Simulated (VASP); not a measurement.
GaP: single point with r2SCAN

Crystal: GaP.

```xyz
2
Lattice="0.0000 2.8479 2.7252 2.7252 0.0000 2.7252 2.7252 2.8479 0.0000" Properties=species:S:1:pos:R:3 pbc="T T T"
Ga    0.0000    0.0000    0.0000
P     4.0879    4.2718    4.0879
```

This cell differs from its parent crystal: strain +0.0450 x Voigt [0, 1, 0, 0, 0, 0].

```yaml
Program: VASP 6.6.1
Task: single point
Functional: r2SCAN
Potentials_or_basis: VASP PAW PBE potentials, release 64 (Ga_d, P)
Cutoff: 520 eV
k_mesh: 8 × 8 × 8
Occupations: gaussian, width 0.05 eV
Spin: no spin polarisation
```

```
Pressure               : -3.6 GPa
Band gap on the k mesh : 1.74 eV (least direct gap 1.85 eV)
```

Stress tensor (GPa, compression positive):
```
-2.31  0.00  0.00
 0.00 -6.13  0.00
 0.00  0.00 -2.31
```

Levels at points of the mesh, in eV from the valence-band top:
| k point | band 7 | band 8 | band 9 | band 10 | band 11 | band 12 |
| --- | --- | --- | --- | --- | --- | --- |
| (0.00, 0.00, 0.00) | -0.27 | 0.00 | 0.00 | 1.85 | 4.08 | 4.08 |
| (0.50, 0.00, 0.00) | -6.68 | -1.38 | -1.00 | 1.76 | 4.87 | 5.14 |
| (0.50, 0.50, 0.00) | -6.74 | -2.84 | -2.81 | 1.81 | 1.90 | 10.77 |
| (0.50, 0.00, 0.50) | -7.02 | -2.52 | -2.52 | 2.12 | 2.34 | 10.92 |

Run time: 3.7 min on 1 thread of Intel Xeon 8259CL, on a shared host, peak memory 0.19 GiB.

Caveat: the cell differs from its parent crystal (strain +0.0450 x Voigt [0, 1, 0, 0, 0, 0]); the cell stands under tension; the PAW data sets were made with another functional, which shifts forces and pressure a little. A k mesh can miss the band edges.
